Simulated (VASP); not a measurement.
CoPdO2: single point with PBE

The system is CoPdO2.

```
CELL_PARAMETERS angstrom
1.43419 0.82803 5.95103
-1.43419 0.82803 5.95103
0.00000 -1.65606 5.95103
ATOMIC_POSITIONS crystal
Co 0.50000 0.50000 0.50000
Pd 0.00000 0.00000 0.00000
O 0.11290 0.11290 0.11290
O 0.88710 0.88710 0.88710
```

```yaml
Program: VASP 6.6.1
Task: single point
Functional: PBE
Potentials_or_basis: VASP PAW PBE potentials, release 64 (Co, Pd, O)
Cutoff: 520 eV
k_mesh: 18 × 18 × 18
Occupations: gaussian, width 0.1 eV
Spin: no spin polarisation
```

* Pressure: -1.1 GPa
* Largest force: 0.047 eV/Å
* Band gap on the k mesh: zero (an odd number of electrons rules out a gap without spin polarisation)

Forces in eV/Å, atoms in the order of the input:
```
Co   0.000  0.000  0.000
Pd   0.000  0.000  0.000
O    0.000  0.000 -0.047
O    0.000  0.000  0.047
```

Stress tensor (GPa, compression positive):
```
-1.04  0.00  0.00
 0.00 -1.04  0.00
 0.00  0.00 -1.16
```

Levels at points of the mesh, in eV from the Fermi level:
```tsv
k point	band 12	band 13	band 14	band 15	band 16	band 17	band 18	band 19	band 20	band 21
(0.00, 0.00, 0.00)	-1.63	-1.63	-1.39	-1.39	-0.92	2.07	2.07	2.85	6.44	9.27
(0.50, 0.00, 0.00)	-1.28	-1.00	-0.74	-0.32	0.79	1.27	1.66	3.55	8.18	10.66
(0.50, 0.50, 0.00)	-1.45	-0.99	-0.81	-0.32	0.15	1.95	2.01	3.57	8.88	9.75
(0.50, 0.50, 0.50)	-1.53	-1.53	-0.73	-0.73	-0.47	1.79	1.79	4.05	5.27	9.31
```

Run time: 44 min on 1 thread of Intel(R) Xeon(R) Platinum 8488C (Sapphire Rapids) (shared host), peak memory 0.81 GiB.

Caveat: an odd number of electrons without spin polarisation forces a metal; a magnetic or distorted state may lie lower; the run has no spin polarisation, though such a crystal can be magnetic; semilocal functionals often make such compounds metallic where correlation or magnetic order opens a gap, which also shifts bond lengths. With open d or f shells a metallic result of PBE can be an artefact of self-interaction; +U or a hybrid may open a gap.
